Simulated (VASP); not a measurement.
# Si3Mo (Fm-3m) in VASP: a series of runs, part 2 of 2

VASP 6.6.1. Earlier steps stand in the parts before.

### Step 3. Single point, PBE

This run uses another cell than the first one, of 21.19 Å³/atom, 1.476 times its volume.

INCAR reads:

```
SYSTEM = Si3Mo
ALGO = Normal ; EDIFF = 1E-7
ENCUT = 520 ; GGA = PE
ISIF = 2 ; ISMEAR = 0
LASPH = .True. ; LCHARG = .False.
LREAL = .False. ; LWAVE = .False.
NBANDS = 21 ; NELM = 60
PREC = Accurate ; SIGMA = 0.1
```

KPOINTS reads:

```
k-points
0
Gamma
  4 4 4
  0 0 0
```

POSCAR reads:

```
Si3Mo
1.0
    0.0000000000      3.4866292100      3.4866292100
    3.4866292100      0.0000000000      3.4866292100
    3.4866292100      3.4866292100      0.0000000000
Si Mo
3 1
Direct
    0.2500000000      0.2500000000      0.2500000000
    0.5000000000      0.5000000000      0.5000000000
    0.7500000000      0.7500000000      0.7500000000
    0.0000000000      0.0000000000      0.0000000000
```

Potentials or basis: VASP PAW PBE potentials, release 64 (Si, Mo_sv).

On the command line:

```
$ cat potpaw_PBE.64/Si/POTCAR potpaw_PBE.64/Mo_sv/POTCAR > POTCAR
$ mpirun -np 1 vasp_std > vasp.out
```

Run time: 12 s. Hardware: 1 thread of AMD EPYC 9R45 (Zen 5), shared host; peak memory 0.2 GiB.

The run converged. Its results:

- Free energy: -22.7188 eV
- Pressure: -22.7 GPa
- Band gap on the k mesh: zero (band 13 reaches 6.23 eV, above the bottom of band 14 at 5.58 eV)

Levels at points of the mesh, in eV from the Fermi level:
```
           k point  band 9  band 10  band 11  band 12  band 13  band 14  band 15  band 16  band 17  band 18
(0.00, 0.00, 0.00)   -2.77    -2.77    -0.87    -0.87    -0.87    -0.56    -0.56     2.26     2.26     2.26
(0.50, 0.00, 0.00)   -3.08    -1.65    -0.69    -0.69    -0.50    -0.50     1.62     1.85     1.85     2.54
(0.50, 0.50, 0.00)   -3.50    -2.15    -0.61    -0.61    -0.03     0.52     1.46     2.91     3.78     3.78
```

Caveat: the k points lie up to 0.39 Å⁻¹ apart.

### Step 4. Single point, PBE

This run uses another cell than the first one, of 14.13 Å³/atom, 0.984 times its volume.

INCAR reads:

```
SYSTEM = Si3Mo
PREC     = Accurate       ! precision mode
ENCUT    = 520            ! plane-wave cutoff, eV
EDIFF    = 1E-7           ! SCF threshold, eV
ISMEAR   = 0              ! smearing method
SIGMA    = 0.1            ! smearing width, eV
LREAL    = .False.        ! projectors in reciprocal space
LASPH    = .True.         ! aspherical terms in the spheres
NELM     = 60             ! most SCF steps
ALGO     = Normal         ! electronic algorithm
ISIF     = 2              ! what is computed and relaxed
LWAVE    = .False.        ! write WAVECAR
LCHARG   = .True.         ! write CHGCAR
GGA      = PE             ! functional
LELF     = .True.         ! ELF
LVHAR    = .True.       
NBANDS   = 21             ! bands
```

KPOINTS reads:

```
regular mesh
0
Gamma
  6 6 6
  0 0 0
```

POSCAR reads:

```
Si3Mo
1.0
    0.0000000000      3.0459659078      3.0459659078
    3.0459659078      0.0000000000      3.0459659078
    3.0459659078      3.0459659078      0.0000000000
Si Mo
3 1
Direct
    0.2500000000      0.2500000000      0.2500000000
    0.5000000000      0.5000000000      0.5000000000
    0.7500000000      0.7500000000      0.7500000000
    0.0000000000      0.0000000000      0.0000000000
```

Potentials or basis: VASP PAW PBE potentials, release 64 (Si, Mo_sv).

On the command line:

```
$ cat potpaw_PBE.64/Si/POTCAR potpaw_PBE.64/Mo_sv/POTCAR > POTCAR
$ mpirun -np 1 vasp_std > vasp.out
```

OUTCAR:

```text
SYSTEM = Si3Mo
   PREC = Accurate
   ENCUT = 520
   EDIFF = 1E-7
   ISMEAR = 0
   LREAL = .False.
   LASPH = .True.
   NELM = 60
   ISIF = 2
   GGA = PE

 ion  position               nearest neighbor table
   1  0.250  0.250  0.250-   2 2.64   4 2.64   4 2.64   4 2.64   4 2.64   2 2.64   2 2.64   2 2.64
                             3 3.05   3 3.05   3 3.05   3 3.05   3 3.05   3 3.05
   2  0.500  0.500  0.500-   1 2.64   3 2.64   1 2.64   1 2.64   1 2.64   3 2.64   3 2.64   3 2.64
                             4 3.05   4 3.05   4 3.05   4 3.05   4 3.05   4 3.05
   3  0.750  0.750  0.750-   2 2.64   4 2.64   2 2.64   2 2.64   2 2.64   4 2.64   4 2.64   4 2.64
                             1 3.05   1 3.05   1 3.05   1 3.05   1 3.05   1 3.05
[... 578 lines left out ...]
  Total        0.0165170      0.0165170      0.0165170     -0.0000000      0.0000000      0.0000000
  in kB        0.4682069      0.4682069      0.4682069     -0.0000000      0.0000000      0.0000000
  external PRESSURE =       0.4682069 kB  Pullay stress =       0.0000000 kB

 VOLUME and BASIS-vectors are now :
 -----------------------------------------------------------------------------
  energy-cutoff  :      520.00
  volume of cell :       56.52
      direct lattice vectors                 reciprocal lattice vectors
     0.000000000  3.045965908  3.045965908    -0.164151542  0.164151542  0.164151542
     3.045965908  0.000000000  3.045965908     0.164151542 -0.164151542  0.164151542
     3.045965908  3.045965908  0.000000000     0.164151542  0.164151542 -0.164151542

 POSITION                                       TOTAL-FORCE (eV/Angst)
 -----------------------------------------------------------------------------------
      1.52298      1.52298      1.52298        -0.000000      0.000000     -0.000000
      3.04597      3.04597      3.04597        -0.000000     -0.000000     -0.000000
      4.56895      4.56895      4.56895         0.000000     -0.000000      0.000000
      0.00000      0.00000      0.00000        -0.000000     -0.000000     -0.000000
 -----------------------------------------------------------------------------------
    total drift:                                0.000000     -0.000000      0.000000

  FREE ENERGIE OF THE ION-ELECTRON SYSTEM (eV)
  ---------------------------------------------------
  free  energy   TOTEN  =       -25.6694676872 eV

  energy  without entropy=      -25.6590748650  energy(sigma->0) =      -25.66427128
```

Run time: 10 s. Hardware: 1 thread of AMD EPYC 9R45 (Zen 5), shared host; peak memory 0.15 GiB.

What came out:

| Quantity | Value |
| --- | --- |
| Free energy | -25.6695 eV |
| Pressure | 0.0 GPa |
| Band gap on the k mesh | zero (band 13 reaches 11.29 eV, above the bottom of band 14 at 9.42 eV) |

### Step 5. Relaxation of cell and atoms, PBE

This run uses another cell than the first one, of 21.19 Å³/atom, 1.476 times its volume.

INCAR reads:

```
PREC = Accurate
ENCUT = 600
EDIFF = 1E-7
ISMEAR = 0
SIGMA = 0.1
LREAL = F
LASPH = T
NELM = 60
ALGO = Normal
ISIF = 3
LWAVE = F
LCHARG = F
GGA = PE
IBRION = 2
NSW = 90
EDIFFG = -0.04
```

KPOINTS reads:

```
regular mesh
0
Gamma
  4 4 4
```

POSCAR reads:

```
Si3Mo
1.0
    0.0000000000      3.4866292100      3.4866292100
    3.4866292100      0.0000000000      3.4866292100
    3.4866292100      3.4866292100      0.0000000000
Si Mo
3 1
Direct
    0.2500000000      0.2500000000      0.2500000000
    0.5000000000      0.5000000000      0.5000000000
    0.7500000000      0.7500000000      0.7500000000
    0.0000000000      0.0000000000      0.0000000000
```

On the command line:

```
$ cat potpaw_PBE.64/Si/POTCAR potpaw_PBE.64/Mo_sv/POTCAR > POTCAR
$ mpirun -np 1 vasp_std > vasp.out
```

Wall time 38 s (1 thread of AMD EPYC 9R45 (Zen 5), shared host); peak memory 0.21 GiB.

It converged, with:

```yaml
Free_energy: -25.4307 eV
Relaxed_volume: 14.43 Å³/atom
Relaxed_cell: a = 4.337 Å, b = 4.337 Å, c = 4.337 Å, α = 60.00°, β = 60.00°, γ = 60.00°
Space_group_after_relaxing_to_0.05_Å: Fm-3m (No. 225)
Energy_gained_by_relaxing: 678.0 meV/atom
Ionic_steps: 5
Pressure_after_relaxing: -0.4 GPa
Band_gap_on_the_k_mesh: zero (band 13 reaches 11.05 eV, above the bottom of band 14 at 9.18 eV)
```

Step by step:
```tsv
step	energy change (eV)	largest force (eV/Å)	pressure (GPa)	volume (Å³)
1	0.0000	0.0000	-22.70	84.77
2	-2.5630	0.0000	11.49	53.01
3	-2.7118	0.0000	0.59	57.22
4	-2.7120	0.0000	-0.45	57.71
5	-2.7120	0.0000	-0.44	57.70
```

Final structure:
```
Si Mo
1.0
     0.00000    3.06702    3.06702
     3.06702    0.00000    3.06702
     3.06702    3.06702    0.00000
Si Mo
3 1
Direct
  0.25000 0.25000 0.25000
  0.50000 0.50000 0.50000
  0.75000 0.75000 0.75000
  0.00000 0.00000 0.00000
```

Levels at points of the mesh, in eV from the Fermi level:
```
           k point  band 10  band 11  band 12  band 13  band 14  band 15  band 16  band 17
(0.00, 0.00, 0.00)    -1.60    -1.60    -1.60    -1.45    -1.45    -0.61     3.27     3.27
(0.50, 0.00, 0.00)    -1.86    -1.33    -1.33    -1.00    -1.00     3.11     3.11     3.86
(0.50, 0.50, 0.00)    -2.51    -1.00    -1.00    -0.29     1.56     3.32     4.94     5.32
```

Caveat: the k points lie up to 0.44 Å⁻¹ apart in the final cell; the volume moved by over 15 % at a fixed basis, so the end points are rough.

### Step 6. The runs side by side

| task | cell | k mesh | cutoff (eV) | gap on the mesh (eV) | pressure (GPa) |
| --- | --- | --- | --- | --- | --- |
| single point | a = 4.331 Å, angles 60.0°, 4 atoms | 4 × 4 × 4 | 520 | none | 0.1 |
| single point | a = 4.931 Å, angles 60.0°, 4 atoms | 4 × 4 × 4 | 520 | none | -22.7 |
| single point | a = 4.308 Å, angles 60.0°, 4 atoms | 6 × 6 × 6 | 520 | none | 0.0 |
| relaxation of cell and atoms | relaxed from a = 4.931 Å, angles 60.0°, 4 atoms | 4 × 4 × 4 | 600 | none | -0.4 |

Alike in all rows: level PBE; potentials or basis VASP PAW PBE potentials, release 64 (Si, Mo_sv); no spin polarisation; smearing gaussian 0.1 eV.

Caveats: some runs use coarse meshes; the volume moved by over 15 % at a fixed basis, so the end points are rough (some runs).

Absolute energies hang on the potentials; compare differences alone.
